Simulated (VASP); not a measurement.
Set up this calculation in VASP 6.6.1, as the native input.

* Task: single point
* Functional: RPBE
* Potentials or basis: VASP PAW PBE potentials, release 64 (As, B)
* Cutoff: 520 eV
* k mesh: 10 × 10 × 10
* Occupations: fermi-dirac, width 0.05 eV
* Spin: no spin polarisation
* Dipole correction: no
* Further INCAR settings: ALGO = Normal; EDIFF = 1e-07; NBANDS = 11

The structure of BAs lies in POSCAR:

```
BAs
1.0
    0.0000000000      2.3397414207      2.3397414207
    2.3397414207      0.0000000000      2.3397414207
    2.3397414207      2.3397414207      0.0000000000
As B
1 1
Direct
    0.7500000000      0.7500000000      0.7500000000
    0.0000000000      0.0000000000      0.0000000000
```

These files were run (other wordings do the same):

INCAR

```
SYSTEM = BAs
  PREC = Accurate
  ENCUT = 520
  EDIFF = 1E-7
  ISMEAR = -1
  SIGMA = 0.05
  LREAL = .False.
  LASPH = .True.
  NELM = 60
  ALGO = Normal
  ISIF = 2
  LWAVE = .False.
  LCHARG = .False.
  GGA = RP
  NBANDS = 11
```

KPOINTS

```
regular mesh
0
Gamma
  10 10 10
  0 0 0
```

Potentials or basis: VASP PAW PBE potentials, release 64 (As, B).

The run is started by

```bash
$ cat potpaw_PBE.64/As/POTCAR potpaw_PBE.64/B/POTCAR > POTCAR
$ mpirun -np 1 vasp_std > vasp.out
```

It gave:

```yaml
Pressure: 16.5 GPa
Band_gap_on_the_k_mesh: 1.13 eV, indirect (least direct gap 3.35 eV)
```

Caveat: the PAW data sets were made with another functional, which shifts forces and pressure a little.

It took 29 s on 1 thread of Intel Xeon 8259CL (shared host), peak memory 0.16 GiB.
